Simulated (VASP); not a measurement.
Runs of VASP 6.6.1 on Si. The structure is that of space group Fm-3m (No. 225), or close to it. The cells are those of the table. 

```tsv
task	cell	k mesh	cutoff (eV)	gap on the mesh (eV)	pressure (GPa)
single point	a = 2.624 Å, angles 60.0°, 1 atom	16 × 16 × 16	520	none	(a)
relaxation of cell and atoms	relaxed from a = 2.769 Å, angles 60.0°, 1 atom	14 × 14 × 14	600	none	0.0
single point	a = 2.661 Å, angles 60.0°, 1 atom	16 × 16 × 16	520	none	4.6
single point	a = 2.768 Å, angles 60.0°, 1 atom	16 × 16 × 16	520	none	-5.8
single point	a = 2.698 Å, angles 60.0°, 1 atom	16 × 16 × 16	520	none	0.4
single point	a = 2.801 Å, angles 60.0°, 1 atom	16 × 16 × 16	520	none	-8.0
single point	a = 2.733 Å, angles 60.0°, 1 atom	16 × 16 × 16	520	none	(b)
single point	a = 2.698 Å, angles 60.0°, 1 atom	14 × 14 × 14	520	none	0.0
single point	a = 2.698 Å, angles 60.0°, 1 atom	23 × 23 × 23	520	none	0.3
single point	a = 2.585 Å, angles 60.0°, 1 atom	16 × 16 × 16	520	none	15.7
```

Alike in all rows: level LDA; potentials or basis VASP PAW LDA potentials, release 64 (Si); no spin polarisation; smearing fermi-dirac 0.1 eV.

Problem. Estimate the missing entries.

Solution. (a) 9.6; (b) -3.0.

A gap of «none» marks levels without a gap at the run's occupations.
